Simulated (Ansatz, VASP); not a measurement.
One calculation of KBr, two programs

```
CELL_PARAMETERS angstrom
3.97626 0.00000 0.00000
0.00000 3.97626 0.00000
0.00000 0.00000 3.97626
ATOMIC_POSITIONS crystal
K 0.00000 0.00000 0.00000
Br 0.50000 0.50000 0.50000
```

Alike in both runs: task single point; functional r2SCAN; k mesh 6 × 6 × 6; no spin polarisation.

|  | VASP | Ansatz |
| --- | --- | --- |
| version | VASP 6.6.1 | Ansatz 0.2.0 |
| potentials or method | VASP PAW PBE potentials, release 64 (K_sv, Br) | plane waves, PAW |
| plane-wave cutoff (eV) | 520 | 500 |
| occupations | gaussian, width 0.01 eV | fixed |
| valence electrons in the cell | 16 | 16 |

|  | VASP | Ansatz | Ansatz less VASP |
| --- | --- | --- | --- |
| gap on the k mesh at the Fermi level (eV) | 4.77 | 4.77 | -0.004 |

VASP's potentials were made for PBE, not for r2SCAN.
